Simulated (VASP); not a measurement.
Set up this calculation in VASP 6.6.1, as the native input.

```yaml
Task: single point
Functional: PBE
Potentials_or_basis: VASP PAW PBE potentials, release 64 (Mn_pv, O)
Cutoff: 520 eV
k_mesh: 7 × 7 × 7
Occupations: fermi-dirac, width 0.05 eV
Spin: collinear spin, ferromagnetic start
Starting_moments: "[4.0, 0.0] μB"
Dipole_correction: no
Further_INCAR_settings: ALGO = Normal; EDIFF = 1e-06; NBANDS = 20
```

The structure of MnO lies in POSCAR:

```
MnO
1.0
    2.9712935166     -1.7169813801      0.0000000000
    2.9712935166      1.7169813801      0.0000000000
   -1.9846287531      0.0000000000      2.8103092467
Mn O
1 1
Direct
    0.5001990000      0.5001990000      0.5006650000
    0.7498025000      0.7498025000      0.2493360000
```

One way to write it, as run:

INCAR

```
PREC = Accurate ; ENCUT = 520
EDIFF = 1E-6 ; ISMEAR = -1
SIGMA = 0.05 ; LREAL = F
LASPH = T ; NELM = 150
ALGO = Normal ; ISIF = 2
LWAVE = F ; LCHARG = F
ISPIN = 2 ; MAGMOM = 4 0
LORBIT = 11 ; LMAXMIX = 4
GGA = PE ; NBANDS = 20
```

KPOINTS

```
Automatic mesh
0
Gamma
  7 7 7
```

Potentials or basis: VASP PAW PBE potentials, release 64 (Mn_pv, O).

Launch:

```sh
$ cat potpaw_PBE.64/Mn_pv/POTCAR potpaw_PBE.64/O/POTCAR > POTCAR
$ mpirun -np 1 vasp_std > vasp.out
```

Results of the run:

The pressure is -3.6 GPa and the net moment is 5.00 μB per cell. The site moments are Mn +4.44; O +0.18 μB and the valence electrons inside the program's atomic spheres are Mn 11.34; O 4.98.

Caveat: the cell stands under tension; a cell with one magnetic atom can't hold antiferromagnetic order, which such compounds often take.

It took 97 s on 1 thread of Intel(R) Xeon(R) Platinum 8488C (Sapphire Rapids), on a shared host, peak memory 0.23 GiB.
